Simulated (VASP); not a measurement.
# Nb (Im-3m) in VASP: a series of runs

Nb is run at these levels: r2SCAN; tasks: single point.

Program: VASP 6.6.1. These are calculated values, not measurements. Logs are shortened: lines on timing, memory, paths and dates and some standing lists are left out, and cuts for length are marked.

### Step 1. The cell of the first run

It takes space group Im-3m (No. 229, cubic). The conventional cell has a = 3.302 Å, b = 3.302 Å, c = 3.302 Å, α = 90.00°, β = 90.00°, γ = 90.00°. Nb (site symmetry m-3m) has 14 Nb at 2.86 to 3.30 Å within 3.8 Å.

### Step 2. Single point, r2SCAN

Input file POSCAR:

```
Nb
1.0
   -1.6511317439      1.6511317439      1.6511317439
    1.6511317439     -1.6511317439      1.6511317439
    1.6511317439      1.6511317439     -1.6511317439
Nb
1
Direct
    0.0000000000      0.0000000000      0.0000000000
```

Input file INCAR.step1:

```
PREC = Accurate
ENCUT = 520
ISMEAR = -1
SIGMA = 0.1
LREAL = False
LASPH = True
NELM = 60
NBANDS = 12
GGA = PE
ALGO = Normal
EDIFF = 1E-4
LWAVE = True
LCHARG = False
```

Input file INCAR.step2:

```
PREC = Accurate
ENCUT = 520
EDIFF = 1E-7
ISMEAR = -1
SIGMA = 0.1
LREAL = False
LASPH = True
NELM = 60
ALGO = Normal
ISIF = 2
LWAVE = False
LCHARG = True
METAGGA = R2SCAN
LMIXTAU = True
LELF = True
LVHAR = True
NBANDS = 12
ISTART = 1
```

Input file KPOINTS:

```
Automatic mesh
0
Gamma
  13 13 13
```

Potentials or basis: VASP PAW PBE potentials, release 64 (Nb_sv).

Command:

```bash
> cat potpaw_PBE.64/Nb_sv/POTCAR > POTCAR
> cp INCAR.step1 INCAR
> mpirun -np 1 vasp_std > vasp.out
> cp INCAR.step2 INCAR
> mpirun -np 1 vasp_std > vasp.out
```

OUTCAR:

```text
PREC = Accurate
   ENCUT = 520
   EDIFF = 1E-7
   ISMEAR = -1
   LREAL = False
   LASPH = True
   NELM = 60
   ISIF = 2
   METAGGA = R2SCAN
   ISTART = 1

 ion  position               nearest neighbor table
   1  0.000  0.000  0.000-

  LATTYP: Found a body centered cubic cell.
 ALAT       =     3.3022634878

  Lattice vectors:

 A1 = (  -1.6511317439,   1.6511317439,   1.6511317439)
 A2 = (   1.6511317439,  -1.6511317439,   1.6511317439)
 A3 = (   1.6511317439,   1.6511317439,  -1.6511317439)

Analysis of symmetry for initial positions (statically):
=====================================================================
 Subroutine PRICEL returns:
 Original cell was already a primitive cell.

 Routine SETGRP: Setting up the symmetry group for a
 body centered cubic supercell.

 Subroutine GETGRP returns: Found 48 space group operations
 (whereof 48 operations were pure point group operations)
 out of a pool of 48 trial point group operations.

The static configuration has the point symmetry O_h .

Analysis of symmetry for dynamics (positions and initial velocities):
=====================================================================
 Subroutine PRICEL returns:
 Original cell was already a primitive cell.

 Routine SETGRP: Setting up the symmetry group for a
 body centered cubic supercell.

 Subroutine GETGRP returns: Found 48 space group operations
 (whereof 48 operations were pure point group operations)
 out of a pool of 48 trial point group operations.

The dynamic configuration has the point symmetry O_h .

 Subroutine INISYM returns: Found 48 space group operations
 (whereof 48 operations are pure point group operations),
 and found     1 'primitive' translations

----------------------------------------------------------------------------------------

                                     Primitive cell

  volume of cell :      18.0055

  direct lattice vectors                    reciprocal lattice vectors
    -1.651131744  1.651131744  1.651131744     0.000000000  0.302822595  0.302822595
     1.651131744 -1.651131744  1.651131744     0.302822595  0.000000000  0.302822595
     1.651131744  1.651131744 -1.651131744     0.302822595  0.302822595  0.000000000

  length of vectors
     2.859844070  2.859844070  2.859844070     0.428255821  0.428255821  0.428255821

  position of ions in fractional coordinates (direct lattice)
     0.000000000  0.000000000  0.000000000

  ion indices of the primitive-cell ions
   primitive index   ion index
                 1           1

----------------------------------------------------------------------------------------

 KPOINTS: Automatic mesh

Automatic generation of k-mesh.
 Grid dimensions read from file:
 generate k-points for:   13   13   13

 Generating k-lattice:

  Cartesian coordinates                     Fractional coordinates (reciprocal lattice)
     0.000000000  0.023294046  0.023294046     0.076923077  0.000000000  0.000000000
     0.023294046  0.000000000  0.023294046     0.000000000  0.076923077  0.000000000
     0.023294046  0.023294046  0.000000000     0.000000000  0.000000000  0.076923077

  Length of vectors
     0.032942755  0.032942755  0.032942755

  Shift w.r.t. Gamma in fractional coordinates (k-lattice)
     0.000000000  0.000000000  0.000000000

 Subroutine IBZKPT returns following result:
 ===========================================

 Found     84 irreducible k-points:

 Following reciprocal coordinates:
            Coordinates               Weight
  0.000000  0.000000  0.000000      1.000000
  0.076923  0.000000  0.000000     12.000000
  0.153846  0.000000  0.000000     12.000000
  0.230769  0.000000  0.000000     12.000000
  0.307692  0.000000  0.000000     12.000000
  0.384615  0.000000  0.000000     12.000000
[... 16 lines left out ...]
  0.153846  0.076923  0.076923     24.000000
  0.230769  0.076923  0.076923     24.000000
 [... further k-points ...]
   k-points           NKPTS =     84   k-points in BZ     NKDIM =     84   number of bands    NBANDS=     12
   number of dos      NEDOS =    301   number of ions     NIONS =      1
   total plane-waves  NPLWV =  13824
   dimension x,y,z NGX =    24 NGY =   24 NGZ =   24
   dimension x,y,z NGXF=    48 NGYF=   48 NGZF=   48
   ions per type =               1
   NGX,Y,Z   is equivalent  to a cutoff of  13.95, 13.95, 13.95 a.u.
   NGXF,Y,Z  is equivalent  to a cutoff of  27.90, 27.90, 27.90 a.u.
 SYSTEM =  unknown system
   PREC   = accura    normal or accurate (medium, high low for compatibility)
   ISTART =      1    job   : 0-new  1-cont  2-samecut
   ICHARG =      0    charge: 1-file 2-atom 10-const
   ISPIN  =      1    spin polarized calculation?
   LNONCOLLINEAR =      F non collinear calculations
   LSORBIT =      F    spin-orbit coupling
   LASPH  =      T    aspherical Exc in radial PAW
   ENCUT  =  520.0 eV  38.22 Ry    6.18 a.u.   5.32  5.32  5.32*2*pi/ulx,y,z
   NELM   =     60;   NELMIN=  2; NELMDL=  0     # of ELM steps
   EDIFF  = 0.1E-06   stopping-criterion for ELM
   LREAL  =      F    real-space projection
   EDIFFG = 0.1E-05   stopping-criterion for IOM
   NSW    =      0    number of steps for IOM
   IBRION =     -1    ionic relax: 0-MD 1-quasi-New 2-CG
   NFREE  =      0    steps in history (QN), initial steepest desc. (CG)
   ISIF   =      2    stress and relaxation
   ISYM   =      2    0-nonsym 1-usesym 2-fastsym
   POTIM  = 0.5000    time-step for ionic-motion
   TEBEG  =    0.0;   TEEND  =   0.0 temperature during run
   PSTRESS=    0.0 pullay stress
   NELECT =      13.0000    total number of electrons
   NUPDOWN=      -1.0000    fix difference up-down
   EMIN   =  10.00;   EMAX   =-10.00  energy-range for DOS
   EFERMI =   0.00;   METHOD = LEGACY
   ISMEAR =    -1;   SIGMA  =   0.10  broadening in eV -4-tet -1-fermi 0-gaus
   EFERMI_NEDOS =   21; number of points for ismear=-14 and -15
   IALGO  =     38    algorithm
   IMIX   =      4    mixing-type and parameters
     AMIX     =   0.40;   BMIX     =  1.00
     AMIX_MAG =   1.60;   BMIX_MAG =  1.00
  volume/ion in A,a.u.               =      18.01       121.51
  Fermi-wavevector in a.u.,A,eV,Ry     =   1.468659  2.775363 29.347202  2.156958
  Thomas-Fermi vector in A             =   2.584130
   LORBIT       =      0    0 simple, 1 ext, 2 COOP (PROOUT), +10 PAW based schemes
   METAGGA = R2SCAN    functional components
   LHFCALC =     F    Hartree Fock is set to
   AEXX    =    0.0000 exact exchange contribution
   IVDW    =     0    specifies the selected vdW correction
   LEPSILON=     F    determine dielectric tensor
   LRPA    =     F    only Hartree local field effects (RPA)
 non-spin polarized calculation
  energy-cutoff  :      520.00
  volume of cell :       18.01
 maximum number of plane-waves:       493
 NGX is ok and might be reduce to    24
   NGX = 11   NGY = 11   NGZ = 11

 number of electron      13.0000000 magnetization

 Free energy of the ion-electron system (eV)
  ---------------------------------------------------
  ext. energy  EPLUGINS =         0.00000000
  ---------------------------------------------------
  free energy    TOTEN  =       -24.86858967 eV

  energy without entropy =      -24.82455656  energy(sigma->0) =      -24.84657311

 E-fermi :  11.1685     XC(G=0): -13.6270

 val. band max:       11.1097290869   @ k =  -0.1538   0.2308   0.0769
 cond. band min:      11.2171163898   @ k =   0.0769   0.0769   0.0000
 fundamental gap:      0.1073873029
 Fermi energy:        11.1684857868

 k-point     1 :       0.0000    0.0000    0.0000
  band No.  band energies     occupation
      1     -45.0022      2.00000
      2     -19.5417      2.00000
      3     -19.5417      2.00000
      4     -19.5417      2.00000
      5       4.8560      2.00000
      6      11.5901      0.02907
      7      11.5901      0.02907
      8      11.5901      0.02907
      9      14.7157      0.00000
     10      14.7157      0.00000
     11      26.0206      0.00000
     12      26.0206      0.00000

 k-point     2 :       0.0769    0.0000    0.0000
  band No.  band energies     occupation
      1     -44.9871      2.00000
      2     -19.6314      2.00000
      3     -19.5686      2.00000
      4     -19.5425      2.00000
      5       5.1110      2.00000
      6      11.4307      0.13544
      7      11.5457      0.04498
      8      11.8331      0.00259
      9      14.4775      0.00000
     10      14.7147      0.00000
     11      26.2256      0.00000
     12      26.4642      0.00000

 k-point     3 :       0.1538    0.0000    0.0000
  band No.  band energies     occupation
      1     -44.9451      2.00000
      2     -19.8752      2.00000
      3     -19.6424      2.00000
      4     -19.5446      2.00000
      5       5.8089      2.00000
      6      11.0207      1.62847
      7      11.3451      0.29201
      8      12.5444      0.00000
      9      14.1172      0.00000
     10      14.7358      0.00000
     11      26.5987      0.00000
     12      27.7243      0.00000
[... 286 lines left out ...]
 k-point    23 :       0.1538    0.0769    0.0769
  band No.  band energies     occupation
      1     -44.8661      2.00000
      2     -20.3149      2.00000
      3     -19.7158      2.00000
      4     -19.6145      2.00000
      5       7.1397      2.00000
      6      10.3168      1.99960
      7      10.4750      1.99806
      8      14.3346      0.00000
      9      14.6337      0.00000
     10      14.7712      0.00000
     11      27.0310      0.00000
     12      27.8159      0.00000

 k-point    24 :       0.2308    0.0769    0.0769
  band No.  band energies     occupation
      1     -44.8078      2.00000
      2     -20.5791      2.00000
      3     -19.8546      2.00000
      4     -19.6248      2.00000
      5       7.8163      2.00000
      6       9.8802      1.99999
      7      10.5836      1.99425
      8      14.4979      0.00000
      9      15.0563      0.00000
     10      16.1656      0.00000
     11      25.8159      0.00000
     12      26.5954      0.00000

 [... further k-points ...]

------------------------ aborting loop because EDIFF is reached ----------------------------------------

  FORCE on cell =-STRESS in cart. coord.  units (eV):
  Direction    XX          YY          ZZ          XY          YZ          ZX
  --------------------------------------------------------------------------------------
  -------------------------------------------------------------------------------------
  Total       -0.0233046     -0.0233046     -0.0233046     -0.0000000     -0.0000000      0.0000000
  in kB       -2.0737036     -2.0737036     -2.0737036     -0.0000000     -0.0000000      0.0000000
  external PRESSURE =      -2.0737036 kB  Pullay stress =       0.0000000 kB

 VOLUME and BASIS-vectors are now :
 -----------------------------------------------------------------------------
  energy-cutoff  :      520.00
  volume of cell :       18.01
      direct lattice vectors                 reciprocal lattice vectors
    -1.651131744  1.651131744  1.651131744     0.000000000  0.302822595  0.302822595
     1.651131744 -1.651131744  1.651131744     0.302822595  0.000000000  0.302822595
     1.651131744  1.651131744 -1.651131744     0.302822595  0.302822595  0.000000000

 POSITION                                       TOTAL-FORCE (eV/Angst)
 -----------------------------------------------------------------------------------
      0.00000      0.00000      0.00000        -0.000000     -0.000000     -0.000000
 -----------------------------------------------------------------------------------
    total drift:                                0.000000     -0.000000     -0.000000

  FREE ENERGIE OF THE ION-ELECTRON SYSTEM (eV)
  ---------------------------------------------------
  free  energy   TOTEN  =       -24.8685896656 eV

  energy  without entropy=      -24.8245565615  energy(sigma->0) =      -24.84657311
```

It took 39 s on 1 thread of Intel Xeon Platinum 8375C at 2.90GHz (Ice Lake), shared host; peak memory 0.15 GiB.

Results:

```
Free energy : -24.8686 eV
Pressure    : -0.2 GPa
```

Caveat: the PAW data sets were made with another functional, which shifts forces and pressure a little.

### Step 3. Single point, r2SCAN

POSCAR is that of step 2.

Input file INCAR.step1:

```
  PREC = Accurate
  ENCUT = 520
  ISMEAR = -1
  SIGMA = 0.01
  LREAL = False
  LASPH = True
  NELM = 80
  NBANDS = 12
  GGA = PE
  ALGO = Normal
  EDIFF = 1E-4
  LWAVE = True
  LCHARG = False
```

Input file INCAR.step2:

```
  PREC = Accurate
  ENCUT = 520
  EDIFF = 1E-7
  ISMEAR = -1
  SIGMA = 0.01
  LREAL = False
  LASPH = True
  NELM = 80
  ALGO = Normal
  ISIF = 2
  LWAVE = False
  LCHARG = True
  METAGGA = R2SCAN
  LMIXTAU = True
  LELF = True
  LVHAR = True
  NBANDS = 12
  ISTART = 1
```

KPOINTS is that of step 2.

Potentials or basis: VASP PAW PBE potentials, release 64 (Nb_sv).

Command:

```bash
> cat potpaw_PBE.64/Nb_sv/POTCAR > POTCAR
> cp INCAR.step1 INCAR
> mpirun -np 1 vasp_std > vasp.out
> cp INCAR.step2 INCAR
> mpirun -np 1 vasp_std > vasp.out
```

Run time: 38 s. Hardware: 1 thread of Intel Xeon Platinum 8375C at 2.90GHz (Ice Lake), shared host; peak memory 0.15 GiB.

Results (log left out):

```yaml
Free_energy: -24.8489 eV
Pressure: -0.8 GPa
```

Levels at points of the mesh, in eV from the Fermi level:
```
           k point  band 2  band 3  band 4  band 5  band 6  band 7  band 8  band 9  band 10  band 11
(0.00, 0.00, 0.00)  -30.67  -30.67  -30.67   -6.27    0.47    0.47    0.47    3.59     3.59    14.90
```

Caveat: the PAW data sets were made with another functional, which shifts forces and pressure a little.

### Step 4. Single point, r2SCAN

POSCAR is that of step 3.

Input file INCAR.step1:

```
PREC = Accurate
ENCUT = 520
ISMEAR = -1
SIGMA = 0.03
LREAL = F
LASPH = T
NELM = 80
NBANDS = 12
GGA = PE
ALGO = Normal
EDIFF = 1E-4
LWAVE = T
LCHARG = F
```

Input file INCAR.step2:

```
PREC = Accurate
ENCUT = 520
EDIFF = 1E-6
ISMEAR = -1
SIGMA = 0.03
LREAL = F
LASPH = T
NELM = 80
ALGO = Normal
ISIF = 2
LWAVE = F
LCHARG = F
METAGGA = R2SCAN
LMIXTAU = T
NBANDS = 12
ISTART = 1
```

Input file KPOINTS:

```
regular mesh
0
Gamma
  13 13 13
```

Command:

```bash
> cat potpaw_PBE.64/Nb_sv/POTCAR > POTCAR
> cp INCAR.step1 INCAR
> mpirun -np 1 vasp_std > vasp.out
> cp INCAR.step2 INCAR
> mpirun -np 1 vasp_std > vasp.out
```

Run time: 31 s. Hardware: 1 thread of Intel Xeon Platinum 8375C at 2.90GHz (Ice Lake), shared host; peak memory 0.15 GiB.

The run converged. Its results:

* Free energy: -24.8498 eV
* Pressure: -0.7 GPa

Levels at points of the mesh, in eV from the Fermi level:
```tsv
k point	band 3	band 4	band 5	band 6	band 7	band 8	band 9	band 10
(0.00, 0.00, 0.00)	-30.69	-30.69	-6.29	0.44	0.44	0.44	3.57	3.57
```

Caveat: the PAW data sets were made with another functional, which shifts forces and pressure a little.

### Step 5. Single point, r2SCAN

POSCAR is that of step 4.

Input file INCAR.step1:

```
SYSTEM = Nb
ALGO = Normal
EDIFF = 1E-4
ENCUT = 520
GGA = PE
ISMEAR = -1
LASPH = .TRUE.
LCHARG = .FALSE.
LREAL = .FALSE.
LWAVE = .TRUE.
NBANDS = 12
NELM = 80
PREC = Accurate
SIGMA = 0.2
```

Input file INCAR.step2:

```
SYSTEM = Nb
ALGO = Normal
EDIFF = 1E-6
ENCUT = 520
ISIF = 2
ISMEAR = -1
ISTART = 1
LASPH = .TRUE.
LCHARG = .FALSE.
LMIXTAU = .TRUE.
LREAL = .FALSE.
LWAVE = .FALSE.
METAGGA = R2SCAN
NBANDS = 12
NELM = 80
PREC = Accurate
SIGMA = 0.2
```

Input file KPOINTS:

```
k-points
0
G
  13 13 13
  0 0 0
```

Command:

```bash
> cat potpaw_PBE.64/Nb_sv/POTCAR > POTCAR
> cp INCAR.step1 INCAR
> mpirun -np 1 vasp_std > vasp.out
> cp INCAR.step2 INCAR
> mpirun -np 1 vasp_std > vasp.out
```

Run time: 31 s. Hardware: 1 thread of Intel Xeon Platinum 8375C at 2.90GHz (Ice Lake), shared host; peak memory 0.15 GiB.

The run converged. Its results:

- Free energy: -24.9318 eV
- Pressure: 0.7 GPa

Levels at points of the mesh, in eV from the Fermi level:
| k point | band 2 | band 3 | band 4 | band 5 | band 6 | band 7 | band 8 | band 9 | band 10 | band 11 |
| --- | --- | --- | --- | --- | --- | --- | --- | --- | --- | --- |
| (0.00, 0.00, 0.00) | -30.75 | -30.75 | -30.75 | -6.35 | 0.38 | 0.38 | 0.38 | 3.51 | 3.51 | 14.81 |

Caveat: the PAW data sets were made with another functional, which shifts forces and pressure a little.

### Step 6. Overview

```tsv
smearing	gap on the mesh (eV)	pressure (GPa)
fermi-dirac 0.1 eV	none	-0.2
fermi-dirac 0.01 eV	none	-0.8
fermi-dirac 0.03 eV	none	-0.7
fermi-dirac 0.2 eV	none	0.7
```

Alike in all rows: task single point; level r2SCAN; potentials or basis VASP PAW PBE potentials, release 64 (Nb_sv); no spin polarisation; cell as given; k mesh 13 × 13 × 13; cutoff (eV) 520.

Every run on the cell as given and a fine mesh finds a metal.

Caveats: the PAW data sets were made with another functional, which shifts forces and pressure a little.

Total energies depend on the potentials used, so only differences within one code and one set of settings carry meaning.
